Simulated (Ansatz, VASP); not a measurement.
**C: VASP beside Ansatz**

Contents of INCAR:

```
PREC = Accurate ; ENCUT = 520
EDIFF = 1E-6 ; ISMEAR = 0
SIGMA = 0.05 ; LREAL = False
LASPH = True ; NELM = 80
ALGO = Normal ; ISIF = 2
LWAVE = False ; LCHARG = False
GGA = PS ; NBANDS = 11
```

The input KPOINTS:

```
Automatic mesh
0
Gamma
  12 12 12
```

Contents of POSCAR:

```
C
1.0
    0.0000000000      1.7769046139      1.7769046139
    1.7769046139      0.0000000000      1.7769046139
    1.7769046139      1.7769046139      0.0000000000
C
2
Direct
    0.5000000000      0.5000000000      0.5000000000
    0.7500000000      0.7500000000      0.7500000000
```

Input for Ansatz:

```yaml
crystal:
  lattice:
    - [0.0, 1.7769046139, 1.7769046139]
    - [1.7769046139, 0.0, 1.7769046139]
    - [1.7769046139, 1.7769046139, 0.0]
  atoms:
    - { symbol: C, position: [0.5, 0.5, 0.5] }
    - { symbol: C, position: [0.75, 0.75, 0.75] }
basis:
  ecutwfc: 420
kpoints:
  mp_grid: { grid: [12, 12, 12] }
hamiltonian:
  xc: pbesol
scf:
  occupations: { method: gaussian, width: 0.05 }
output:
  forces: true
  stress: true
  eigenvalues: true
```

Alike in both runs: task single point; functional PBEsol; k mesh 12 × 12 × 12; occupations gaussian, width 0.05 eV; no spin polarisation.

|  | VASP | Ansatz |
| --- | --- | --- |
| version | VASP 6.6.1 | Ansatz 0.2.0 |
| potentials or method | VASP PAW PBE potentials, release 64 (C), cutoff 520 eV | scalar-relativistic, plane waves, PAW |
| valence electrons in the cell | 8 | 8 |

```csv
,VASP,Ansatz,Ansatz less VASP
gap on the k mesh at the Fermi level (eV),4.06,4.07,+0.005
least direct gap on the mesh (eV),5.57,5.57,+0.001
pressure (GPa),1.1,0.0,-1.10
```

VASP's potentials were made for PBE, not for PBEsol.
